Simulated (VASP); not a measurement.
# BN (P6_3mc) in VASP: settings compared

BN is run at these levels: PBE+D3(BJ), RPBE; tasks: single point.

All numbers are computed with VASP 6.6.1; they aren't measurements. Logs are shortened: lines on timing, memory, paths and dates and some standing lists are left out, and cuts for length are marked.

### Step 1. The cell of the first run

The structure is hexagonal, space group P6_3mc (No. 186). Conventional cell: a = 2.542 Å, b = 2.542 Å, c = 4.203 Å, α = 90.00°, β = 90.00°, γ = 120.00°. B (site symmetry 3m) has 4 N at 1.56 to 1.57 Å within 2.1 Å. N (site symmetry 3m) has 4 B at 1.56 to 1.57 Å within 2.1 Å.

### Step 2. Single point, PBE+D3(BJ)

INCAR reads:

```
PREC = Accurate
ENCUT = 600
EDIFF = 1E-6
ISMEAR = 0
SIGMA = 0.05
LREAL = F
LASPH = T
NELM = 120
ALGO = Normal
ISIF = 2
LWAVE = F
LCHARG = F
GGA = PE
IVDW = 12
NBANDS = 16
GGA_COMPAT = F
```

KPOINTS reads:

```
Automatic mesh
0
Gamma
  10 10 6
```

POSCAR reads:

```
BN
1.0
    2.5417308806      0.0000000000      0.0000000000
   -1.2708654403      2.2012035121      0.0000000000
    0.0000000000      0.0000000000      4.2032274164
B N
2 2
Direct
    0.6666666667      0.3333333333      0.0002146919
    0.3333333333      0.6666666667      0.5002146919
    0.6666666667      0.3333333333      0.3747853081
    0.3333333333      0.6666666667      0.8747853081
```

Potentials or basis: VASP PAW PBE potentials, release 64 (B, N).

Run with:

```
$ cat potpaw_PBE.64/B/POTCAR potpaw_PBE.64/N/POTCAR > POTCAR
$ mpirun -np 1 vasp_std > vasp.out
```

OUTCAR:

```text
PREC = Accurate
   ENCUT = 600
   EDIFF = 1E-6
   ISMEAR = 0
   LREAL = F
   LASPH = T
   NELM = 120
   ISIF = 2
   GGA = PE
   IVDW = 12
 IVDW          = 12

 ion  position               nearest neighbor table
   1  0.667  0.333  0.000-   4 1.56   4 1.56   4 1.56   3 1.57
   2  0.333  0.667  0.500-   3 1.56   3 1.56   3 1.56   4 1.57
   3  0.667  0.333  0.375-   2 1.56   2 1.56   2 1.56   1 1.57
   4  0.333  0.667  0.875-   1 1.56   1 1.56   1 1.56   2 1.57

  LATTYP: Found a hexagonal cell.
 ALAT       =     2.5417308806
 C/A-ratio  =     1.6536870400

  Lattice vectors:

 A1 = (   2.5417308806,   0.0000000000,   0.0000000000)
 A2 = (  -1.2708654403,   2.2012035121,   0.0000000000)
 A3 = (   0.0000000000,   0.0000000000,   4.2032274164)

Analysis of symmetry for initial positions (statically):
=====================================================================
 Subroutine PRICEL returns:
 Original cell was already a primitive cell.

 Routine SETGRP: Setting up the symmetry group for a
 hexagonal supercell.

 Subroutine GETGRP returns: Found 12 space group operations
 (whereof  6 operations were pure point group operations)
 out of a pool of 24 trial point group operations.

The static configuration has the point symmetry C_3v.
 The point group associated with its full space group is C_6v.

Analysis of symmetry for dynamics (positions and initial velocities):
=====================================================================
 Subroutine PRICEL returns:
 Original cell was already a primitive cell.

 Routine SETGRP: Setting up the symmetry group for a
 hexagonal supercell.

 Subroutine GETGRP returns: Found 12 space group operations
 (whereof  6 operations were pure point group operations)
 out of a pool of 24 trial point group operations.

The dynamic configuration has the point symmetry C_3v.
 The point group associated with its full space group is C_6v.

 Subroutine INISYM returns: Found 12 space group operations
 (whereof  6 operations are pure point group operations),
 and found     1 'primitive' translations

----------------------------------------------------------------------------------------

                                     Primitive cell

  volume of cell :      23.5165

  direct lattice vectors                    reciprocal lattice vectors
     2.541730881  0.000000000  0.000000000     0.393432683  0.227148465  0.000000000
    -1.270865440  2.201203512  0.000000000     0.000000000  0.454296931  0.000000000
     0.000000000  0.000000000  4.203227416     0.000000000  0.000000000  0.237912418

  length of vectors
     2.541730881  2.541730881  4.203227416     0.454296931  0.454296931  0.237912418

  position of ions in fractional coordinates (direct lattice)
     0.666666667  0.333333333  0.000214692
     0.333333333  0.666666667  0.500214692
     0.666666667  0.333333333  0.374785308
     0.333333333  0.666666667  0.874785308

  ion indices of the primitive-cell ions
   primitive index   ion index
                 1           1
                 2           2
                 3           3
                 4           4

----------------------------------------------------------------------------------------

 KPOINTS: Automatic mesh

Automatic generation of k-mesh.
 Grid dimensions read from file:
 generate k-points for:   10   10    6

 Generating k-lattice:

  Cartesian coordinates                     Fractional coordinates (reciprocal lattice)
     0.039343268  0.022714847  0.000000000     0.100000000  0.000000000  0.000000000
     0.000000000  0.045429693  0.000000000     0.000000000  0.100000000  0.000000000
     0.000000000  0.000000000  0.039652070     0.000000000  0.000000000  0.166666667

  Length of vectors
     0.045429693  0.045429693  0.039652070

  Shift w.r.t. Gamma in fractional coordinates (k-lattice)
     0.000000000  0.000000000  0.000000000

 Subroutine IBZKPT returns following result:
 ===========================================

 Found     56 irreducible k-points:

 Following reciprocal coordinates:
            Coordinates               Weight
  0.000000  0.000000  0.000000      1.000000
  0.100000  0.000000  0.000000      6.000000
  0.200000  0.000000  0.000000      6.000000
  0.300000 -0.000000  0.000000      6.000000
  0.400000 -0.000000  0.000000      6.000000
  0.500000 -0.000000  0.000000      3.000000
[... 16 lines left out ...]
  0.300000  0.100000  0.166667     24.000000
  0.400000  0.100000  0.166667     24.000000
 [... further k-points ...]
   k-points           NKPTS =     56   k-points in BZ     NKDIM =     56   number of bands    NBANDS=     16
   number of dos      NEDOS =    301   number of ions     NIONS =      4
   total plane-waves  NPLWV =  14400
   dimension x,y,z NGX =    20 NGY =   20 NGZ =   36
   dimension x,y,z NGXF=    40 NGYF=   40 NGZF=   72
   ions per type =               2   2
   NGX,Y,Z   is equivalent  to a cutoff of  13.08, 13.08, 14.24 a.u.
   NGXF,Y,Z  is equivalent  to a cutoff of  26.16, 26.16, 28.48 a.u.
 SYSTEM =  unknown system
   PREC   = accura    normal or accurate (medium, high low for compatibility)
   ISTART =      0    job   : 0-new  1-cont  2-samecut
   ICHARG =      2    charge: 1-file 2-atom 10-const
   ISPIN  =      1    spin polarized calculation?
   LNONCOLLINEAR =      F non collinear calculations
   LSORBIT =      F    spin-orbit coupling
   LASPH  =      T    aspherical Exc in radial PAW
   ENCUT  =  600.0 eV  44.10 Ry    6.64 a.u.   5.08  5.08  8.39*2*pi/ulx,y,z
   NELM   =    120;   NELMIN=  2; NELMDL= -5     # of ELM steps
   EDIFF  = 0.1E-05   stopping-criterion for ELM
   LREAL  =      F    real-space projection
   EDIFFG = 0.1E-04   stopping-criterion for IOM
   NSW    =      0    number of steps for IOM
   IBRION =     -1    ionic relax: 0-MD 1-quasi-New 2-CG
   NFREE  =      0    steps in history (QN), initial steepest desc. (CG)
   ISIF   =      2    stress and relaxation
   ISYM   =      2    0-nonsym 1-usesym 2-fastsym
   POTIM  = 0.5000    time-step for ionic-motion
   TEBEG  =    0.0;   TEEND  =   0.0 temperature during run
   PSTRESS=    0.0 pullay stress
   NELECT =      16.0000    total number of electrons
   NUPDOWN=      -1.0000    fix difference up-down
   EMIN   =  10.00;   EMAX   =-10.00  energy-range for DOS
   EFERMI =   0.00;   METHOD = LEGACY
   ISMEAR =     0;   SIGMA  =   0.05  broadening in eV -4-tet -1-fermi 0-gaus
   EFERMI_NEDOS =   21; number of points for ismear=-14 and -15
   IALGO  =     38    algorithm
   IMIX   =      4    mixing-type and parameters
     AMIX     =   0.40;   BMIX     =  1.00
     AMIX_MAG =   1.60;   BMIX_MAG =  1.00
  volume/ion in A,a.u.               =       5.88        39.67
  Fermi-wavevector in a.u.,A,eV,Ry     =   1.439872  2.720964 28.208033  2.073232
  Thomas-Fermi vector in A             =   2.558679
   LORBIT       =      0    0 simple, 1 ext, 2 COOP (PROOUT), +10 PAW based schemes
   GGA     = PE    functional components
   LHFCALC =     F    Hartree Fock is set to
   AEXX    =    0.0000 exact exchange contribution
   IVDW    =    12    specifies the selected vdW correction
   LEPSILON=     F    determine dielectric tensor
   LRPA    =     F    only Hartree local field effects (RPA)
 non-spin polarized calculation
 Gauss-broadening in eV      SIGMA  =   0.05
  energy-cutoff  :      600.00
  volume of cell :       23.52
 maximum number of plane-waves:       796
   NGX = 11   NGY = 11   NGZ = 17

 number of electron      16.0000003 magnetization

 Free energy of the ion-electron system (eV)
  ---------------------------------------------------
  ext. energy  EPLUGINS =         0.00000000
  ---------------------------------------------------
  free energy    TOTEN  =       -34.83248489 eV

  energy without entropy =      -34.83248489  energy(sigma->0) =      -34.83248489

 E-fermi :   7.8878     XC(G=0): -12.8360

 val. band max:        7.6183977111   @ k =   0.0000   0.0000   0.0000
 cond. band min:      12.9981688535   @ k =   0.3000   0.3000   0.0000
 fundamental gap:      5.3797711424
 Fermi energy:         7.8877621493

 k-point     1 :       0.0000    0.0000    0.0000
  band No.  band energies     occupation
      1     -12.8433      2.00000
      2      -8.6653      2.00000
      3      -3.3463      2.00000
      4       5.4821      2.00000
      5       5.4821      2.00000
      6       7.3485      2.00000
[... 8 lines left out ...]
     15      19.5571      0.00000
     16      23.9016      0.00000

 k-point     2 :       0.1000    0.0000    0.0000
  band No.  band energies     occupation
      1     -12.6250      2.00000
      2      -8.4982      2.00000
      3      -3.1301      2.00000
      4       4.5087      2.00000
      5       5.0845      2.00000
      6       6.8103      2.00000
[... 8 lines left out ...]
     15      20.1855      0.00000
     16      23.5655      0.00000

 k-point     3 :       0.2000    0.0000    0.0000
  band No.  band energies     occupation
      1     -11.9806      2.00000
      2      -8.0329      2.00000
      3      -2.4941      2.00000
      4       2.3324      2.00000
      5       4.2277      2.00000
      6       4.9350      2.00000
[... 8 lines left out ...]
     15      21.7332      0.00000
     16      22.8088      0.00000

 k-point     4 :       0.3000   -0.0000    0.0000
  band No.  band energies     occupation
      1     -10.9503      2.00000
      2      -7.4240      2.00000
      3      -1.4900      2.00000
      4       0.0237      2.00000
      5       2.7685      2.00000
      6       3.3849      2.00000
[... 8 lines left out ...]
     15      23.5438      0.00000
     16      23.5505      0.00000
[... 324 lines left out ...]
 k-point    22 :       0.2000    0.1000    0.1667
  band No.  band energies     occupation
      1     -11.1964      2.00000
      2      -8.0908      2.00000
      3      -1.2599      2.00000
      4       1.3847      2.00000
      5       2.7370      2.00000
      6       3.8416      2.00000
[... 8 lines left out ...]
     15      22.5739      0.00000
     16      23.2645      0.00000

 k-point    23 :       0.3000    0.1000    0.1667
  band No.  band energies     occupation
      1     -10.0328      2.00000
      2      -7.4336      2.00000
      3      -1.2682      2.00000
      4       0.3293      2.00000
      5       1.2104      2.00000
      6       2.6479      2.00000
[... 8 lines left out ...]
     15      23.5400      0.00000
     16      24.0640      0.00000

 k-point    24 :       0.4000    0.1000    0.1667
  band No.  band energies     occupation
      1      -8.7980      2.00000
      2      -7.3096      2.00000
      3      -2.0782      2.00000
      4      -0.4030      2.00000
      5       1.2374      2.00000
      6       2.2280      2.00000
[... 8 lines left out ...]
     15      24.4378      0.00000
     16      24.8064      0.00000

 [... further k-points ...]

------------------------ aborting loop because EDIFF is reached ----------------------------------------

 Edisp (eV)   -0.84065

 E8    (eV) :    -0.2485

  FORCE on cell =-STRESS in cart. coord.  units (eV):
  Direction    XX          YY          ZZ          XY          YZ          ZX
  --------------------------------------------------------------------------------------
  -------------------------------------------------------------------------------------
  Total      -0.00060    -0.00060     0.00922     0.00000     0.00000     0.00000
  in kB      -0.04067    -0.04067     0.62834     0.00000     0.00000     0.00000
  external pressure =        0.18 kB  Pullay stress =        0.00 kB

 VOLUME and BASIS-vectors are now :
 -----------------------------------------------------------------------------
  energy-cutoff  :      600.00
  volume of cell :       23.52
      direct lattice vectors                 reciprocal lattice vectors
     2.541730881  0.000000000  0.000000000     0.393432683  0.227148465  0.000000000
    -1.270865440  2.201203512  0.000000000     0.000000000  0.454296931  0.000000000
     0.000000000  0.000000000  4.203227416     0.000000000  0.000000000  0.237912418

 POSITION                                       TOTAL-FORCE (eV/Angst)
 -----------------------------------------------------------------------------------
      1.27087      0.73373      0.00090        -0.000000      0.000000      0.006990
     -0.00000      1.46747      2.10252         0.000000     -0.000000      0.006990
      1.27087      0.73373      1.57531        -0.000000     -0.000000     -0.006990
     -0.00000      1.46747      3.67692         0.000000      0.000000     -0.006990
 -----------------------------------------------------------------------------------
    total drift:                               -0.000000     -0.000000     -0.000423

  FREE ENERGIE OF THE ION-ELECTRON SYSTEM (eV)
  ---------------------------------------------------
  free  energy   TOTEN  =       -35.6731332196 eV

  energy  without entropy=      -35.6731332196  energy(sigma->0) =      -35.67313322
```

Wall time 39 s (1 thread of Intel Xeon 8259CL, shared host); peak memory 0.16 GiB.

Results:

```
Free energy                : -35.6731 eV
Pressure                   : 0.0 GPa
Largest force              : 0.007 eV/Å
Band gap on the k mesh     : 5.38 eV, indirect (least direct gap 8.30 eV)
Dispersion energy per atom : -0.210 eV
```

Forces on the atoms (eV/Å):
```
B    0.000  0.000  0.007
B    0.000  0.000  0.007
N    0.000  0.000 -0.007
N    0.000  0.000 -0.007
```

Levels at points of the mesh, in eV from the valence-band top:
```tsv
k point	band 6	band 7	band 8	band 9	band 10	band 11
(0.00, 0.00, 0.00)	-0.27	0.00	0.00	8.39	8.39	8.64
(0.50, 0.00, 0.00)	-5.01	-4.44	-2.12	6.73	7.99	10.64
(0.00, 0.00, 0.50)	-1.18	-1.18	-1.18	9.54	9.54	9.96
(0.50, 0.00, 0.50)	-3.79	-3.59	-3.59	6.61	6.61	10.08
```

A k mesh can miss the band edges. PBE gaps usually lie below the measured ones, often by a third to a half.

(Continued in part 2 of 2.)
